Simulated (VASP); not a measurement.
# TlW (Pm-3m) in VASP: relaxation of cell and atoms with PBE

Aim: the relaxation of cell and atoms of TlW with PBE.

All numbers are computed with VASP 6.6.1; they aren't measurements. Logs are shortened: lines on timing, memory, paths and dates and some standing lists are left out, and cuts for length are marked.

### Step 1. The cell of the first run

Symmetry: Pm-3m, No. 221, cubic system. The conventional cell has a = 3.369 Å, b = 3.369 Å, c = 3.369 Å, α = 90.00°, β = 90.00°, γ = 90.00°. Within 3.8 Å of Tl (site symmetry m-3m) lie 8 W at 2.92 Å and 6 Tl at 3.37 Å. Within 3.8 Å of W (site symmetry m-3m) lie 8 Tl at 2.92 Å and 6 W at 3.37 Å.

### Step 2. Relaxation of cell and atoms, PBE

The input, INCAR:

```
  ALGO = Fast
  EDIFF = 1E-7
  EDIFFG = -0.01
  ENCUT = 600
  GGA = PE
  IBRION = 2
  ISIF = 3
  ISMEAR = 0
  LASPH = True
  LCHARG = False
  LREAL = False
  LWAVE = False
  NELM = 80
  NSW = 100
  PREC = Accurate
  SIGMA = 0.1
```

The input, KPOINTS:

```
k-points
0
Gamma
  16 16 16
```

The input, POSCAR:

```
TlW
1.0
    3.3685307485      0.0000000000      0.0000000000
    0.0000000000      3.3685307485      0.0000000000
    0.0000000000      0.0000000000      3.3685307485
Tl W
1 1
Direct
    0.0000000000      0.0000000000      0.0000000000
    0.5000000000      0.5000000000      0.5000000000
```

Potentials or basis: VASP PAW PBE potentials, release 64 (Tl_d, W_sv).

Command:

```console
> cat potpaw_PBE.64/Tl_d/POTCAR potpaw_PBE.64/W_sv/POTCAR > POTCAR
> mpirun -np 1 vasp_std > vasp.out
```

OUTCAR:

```text
EDIFF = 1E-7
   EDIFFG = -0.01
   ENCUT = 600
   GGA = PE
   IBRION = 2
   ISIF = 3
   ISMEAR = 0
   LASPH = True
   LREAL = False
   NELM = 80
   NSW = 100
   PREC = Accurate

 ion  position               nearest neighbor table
   1  0.000  0.000  0.000-   2 2.92   2 2.92   2 2.92   2 2.92   2 2.92   2 2.92   2 2.92   2 2.92

   2  0.500  0.500  0.500-   1 2.92   1 2.92   1 2.92   1 2.92   1 2.92   1 2.92   1 2.92   1 2.92

  LATTYP: Found a simple cubic cell.
 ALAT       =     3.3685307485

  Lattice vectors:

 A1 = (   3.3685307485,   0.0000000000,   0.0000000000)
 A2 = (   0.0000000000,   3.3685307485,   0.0000000000)
 A3 = (   0.0000000000,   0.0000000000,   3.3685307485)

Analysis of symmetry for initial positions (statically):
=====================================================================
 Subroutine PRICEL returns:
 Original cell was already a primitive cell.

 Routine SETGRP: Setting up the symmetry group for a
 simple cubic supercell.

 Subroutine GETGRP returns: Found 48 space group operations
 (whereof 48 operations were pure point group operations)
 out of a pool of 48 trial point group operations.

The static configuration has the point symmetry O_h .

Analysis of symmetry for dynamics (positions and initial velocities):
=====================================================================
 Subroutine PRICEL returns:
 Original cell was already a primitive cell.

 Routine SETGRP: Setting up the symmetry group for a
 simple cubic supercell.

 Subroutine GETGRP returns: Found 48 space group operations
 (whereof 48 operations were pure point group operations)
 out of a pool of 48 trial point group operations.

The dynamic configuration has the point symmetry O_h .

 Subroutine INISYM returns: Found 48 space group operations
 (whereof 48 operations are pure point group operations),
 and found     1 'primitive' translations

----------------------------------------------------------------------------------------

                                     Primitive cell

  volume of cell :      38.2227

  direct lattice vectors                    reciprocal lattice vectors
     3.368530749  0.000000000  0.000000000     0.296865332  0.000000000  0.000000000
     0.000000000  3.368530749  0.000000000     0.000000000  0.296865332  0.000000000
     0.000000000  0.000000000  3.368530749     0.000000000  0.000000000  0.296865332

  length of vectors
     3.368530749  3.368530749  3.368530749     0.296865332  0.296865332  0.296865332

  position of ions in fractional coordinates (direct lattice)
     0.000000000  0.000000000  0.000000000
     0.500000000  0.500000000  0.500000000

  ion indices of the primitive-cell ions
   primitive index   ion index
                 1           1
                 2           2

----------------------------------------------------------------------------------------

 KPOINTS: k-points

Automatic generation of k-mesh.
 Grid dimensions read from file:
 generate k-points for:   16   16   16

 Generating k-lattice:

  Cartesian coordinates                     Fractional coordinates (reciprocal lattice)
     0.018554083  0.000000000  0.000000000     0.062500000  0.000000000  0.000000000
     0.000000000  0.018554083  0.000000000     0.000000000  0.062500000  0.000000000
     0.000000000  0.000000000  0.018554083     0.000000000  0.000000000  0.062500000

  Length of vectors
     0.018554083  0.018554083  0.018554083

  Shift w.r.t. Gamma in fractional coordinates (k-lattice)
     0.000000000  0.000000000  0.000000000

 Subroutine IBZKPT returns following result:
 ===========================================

 Found    165 irreducible k-points:

 Following reciprocal coordinates:
            Coordinates               Weight
  0.000000  0.000000  0.000000      1.000000
  0.062500  0.000000  0.000000      6.000000
  0.125000  0.000000  0.000000      6.000000
  0.187500  0.000000  0.000000      6.000000
  0.250000  0.000000  0.000000      6.000000
  0.312500  0.000000  0.000000      6.000000
[... 16 lines left out ...]
  0.437500  0.125000  0.000000     24.000000
  0.500000  0.125000  0.000000     12.000000
 [... further k-points ...]
   k-points           NKPTS =    165   k-points in BZ     NKDIM =    165   number of bands    NBANDS=     17
   number of dos      NEDOS =    301   number of ions     NIONS =      2
   total plane-waves  NPLWV =  21952
   dimension x,y,z NGX =    28 NGY =   28 NGZ =   28
   dimension x,y,z NGXF=    56 NGYF=   56 NGZF=   56
   ions per type =               1   1
   NGX,Y,Z   is equivalent  to a cutoff of  13.82, 13.82, 13.82 a.u.
   NGXF,Y,Z  is equivalent  to a cutoff of  27.64, 27.64, 27.64 a.u.
 SYSTEM =  unknown system
   PREC   = accura    normal or accurate (medium, high low for compatibility)
   ISTART =      0    job   : 0-new  1-cont  2-samecut
   ICHARG =      2    charge: 1-file 2-atom 10-const
   ISPIN  =      1    spin polarized calculation?
   LNONCOLLINEAR =      F non collinear calculations
   LSORBIT =      F    spin-orbit coupling
   LASPH  =      T    aspherical Exc in radial PAW
   ENCUT  =  600.0 eV  44.10 Ry    6.64 a.u.   6.73  6.73  6.73*2*pi/ulx,y,z
   NELM   =     80;   NELMIN=  2; NELMDL= -5     # of ELM steps
   EDIFF  = 0.1E-06   stopping-criterion for ELM
   LREAL  =      F    real-space projection
   EDIFFG = -.1E-01   stopping-criterion for IOM
   NSW    =    100    number of steps for IOM
   IBRION =      2    ionic relax: 0-MD 1-quasi-New 2-CG
   NFREE  =      1    steps in history (QN), initial steepest desc. (CG)
   ISIF   =      3    stress and relaxation
   ISYM   =      2    0-nonsym 1-usesym 2-fastsym
   POTIM  = 0.5000    time-step for ionic-motion
   TEBEG  =    0.0;   TEEND  =   0.0 temperature during run
   PSTRESS=    0.0 pullay stress
   NELECT =      27.0000    total number of electrons
   NUPDOWN=      -1.0000    fix difference up-down
   EMIN   =  10.00;   EMAX   =-10.00  energy-range for DOS
   EFERMI =   0.00;   METHOD = LEGACY
   ISMEAR =     0;   SIGMA  =   0.10  broadening in eV -4-tet -1-fermi 0-gaus
   EFERMI_NEDOS =   21; number of points for ismear=-14 and -15
   IALGO  =     68    algorithm
   IMIX   =      4    mixing-type and parameters
     AMIX     =   0.40;   BMIX     =  1.00
     AMIX_MAG =   1.60;   BMIX_MAG =  1.00
  volume/ion in A,a.u.               =      19.11       128.97
  Fermi-wavevector in a.u.,A,eV,Ry     =   1.457993  2.755208 28.922515  2.125745
  Thomas-Fermi vector in A             =   2.574730
   LORBIT       =      0    0 simple, 1 ext, 2 COOP (PROOUT), +10 PAW based schemes
   GGA     = PE    functional components
   LHFCALC =     F    Hartree Fock is set to
   AEXX    =    0.0000 exact exchange contribution
   IVDW    =     0    specifies the selected vdW correction
   LEPSILON=     F    determine dielectric tensor
   LRPA    =     F    only Hartree local field effects (RPA)
 conjugate gradient relaxation of ions
 non-spin polarized calculation
 RMM-DIIS sequential band-by-band and
 Gauss-broadening in eV      SIGMA  =   0.10
  energy-cutoff  :      600.00
  volume of cell :       38.22
 maximum number of plane-waves:      1328
 NGX is ok and might be reduce to    28
   NGX = 13   NGY = 13   NGZ = 13

--------------------------------------- Ionic step        1  -------------------------------------------

 number of electron      27.0000000 magnetization

 Free energy of the ion-electron system (eV)
  ---------------------------------------------------
  ext. energy  EPLUGINS =         0.00000000
  ---------------------------------------------------
  free energy    TOTEN  =       -12.34563495 eV

  energy without entropy =      -12.33852357  energy(sigma->0) =      -12.34207926

------------------------ aborting loop because EDIFF is reached ----------------------------------------

  FORCE on cell =-STRESS in cart. coord.  units (eV):
  Direction    XX          YY          ZZ          XY          YZ          ZX
  --------------------------------------------------------------------------------------
  -------------------------------------------------------------------------------------
  Total       -0.1853930     -0.1853930     -0.1853930      0.0000000      0.0000000      0.0000000
  in kB       -7.7710970     -7.7710970     -7.7710970      0.0000000      0.0000000      0.0000000
  external PRESSURE =      -7.7710970 kB  Pullay stress =       0.0000000 kB
[... 57 lines left out ...]
  energy  without entropy=      -12.3379368753  energy(sigma->0) =      -12.34140389

--------------------------------------- Ionic step        3  -------------------------------------------

 number of electron      27.0000001 magnetization

 Free energy of the ion-electron system (eV)
  ---------------------------------------------------
  ext. energy  EPLUGINS =         0.00000000
  ---------------------------------------------------
  free energy    TOTEN  =       -12.34611832 eV

  energy without entropy =      -12.33907282  energy(sigma->0) =      -12.34259557

 E-fermi :  10.1910     XC(G=0): -12.5276

 val. band max:       10.1865498505   @ k =   0.2500   0.2500   0.1875
 cond. band min:      10.1914085118   @ k =   0.5000   0.4375   0.3125
 fundamental gap:      0.0048586613
 Fermi energy:        10.1910055753

 k-point     1 :       0.0000    0.0000    0.0000
  band No.  band energies     occupation
      1     -63.9925      2.00000
      2     -28.1327      2.00000
      3     -28.1327      2.00000
      4     -28.1327      2.00000
      5      -1.9705      2.00000
      6      -1.9705      2.00000
[... 9 lines left out ...]
     16      14.1498      0.00000
     17      14.1498      0.00000
[... 443 lines left out ...]
      1     -63.9884      2.00000
      2     -28.2508      2.00000
      3     -28.1411      2.00000
      4     -28.1229      2.00000
      5      -1.7745      2.00000
      6      -1.5469      2.00000
[... 9 lines left out ...]
     16      12.6214      0.00000
     17      18.0271      0.00000

 [... further k-points ...]
[... 5 lines left out ...]
  --------------------------------------------------------------------------------------
  -------------------------------------------------------------------------------------
  Total        0.0024178      0.0024178      0.0024178      0.0000000      0.0000000      0.0000000
  in kB        0.1018741      0.1018741      0.1018741      0.0000000      0.0000000      0.0000000
  external PRESSURE =       0.1018741 kB  Pullay stress =       0.0000000 kB
[... 17 lines left out ...]
  FREE ENERGIE OF THE ION-ELECTRON SYSTEM (eV)
  ---------------------------------------------------
  free  energy   TOTEN  =       -12.3461183199 eV

  energy  without entropy=      -12.3390728150  energy(sigma->0) =      -12.34259557

 reached required accuracy - stopping structural energy minimisation
```

Run time: 7.6 min. Hardware: 1 thread of Intel Xeon 8259CL, shared host; peak memory 0.28 GiB.

Results:

- Free energy: -12.3461 eV
- Relaxed volume: 19.01 Å³/atom
- Relaxed cell: a = 3.363 Å, b = 3.363 Å, c = 3.363 Å, α = 90.00°, β = 90.00°, γ = 90.00°
- Space group after relaxing (to 0.1 Å): Pm-3m (No. 221)
- Energy gained by relaxing: 0.2 meV/atom
- Ionic steps: 3
- Pressure after relaxing: 0.0 GPa
- Band gap on the k mesh: zero (an odd number of electrons rules out a gap without spin polarisation)

Step by step:
| step | energy change (eV) | largest force (eV/Å) | pressure (GPa) | volume (Å³) |
| --- | --- | --- | --- | --- |
| 1 | 0.0000 | 0.0000 | -0.78 | 38.22 |
| 2 | 0.0008 | 0.0000 | 1.30 | 37.71 |
| 3 | -0.0005 | 0.0000 | 0.01 | 38.02 |

Final structure:
```xyz
2
Lattice="3.3627 0.0000 0.0000 0.0000 3.3627 0.0000 0.0000 0.0000 3.3627" Properties=species:S:1:pos:R:3 pbc="T T T"
Tl    0.0000    0.0000    0.0000
W     1.6814    1.6814    1.6814
```

Caveat: spin-orbit coupling is left out, which moves the levels of the heavy elements.
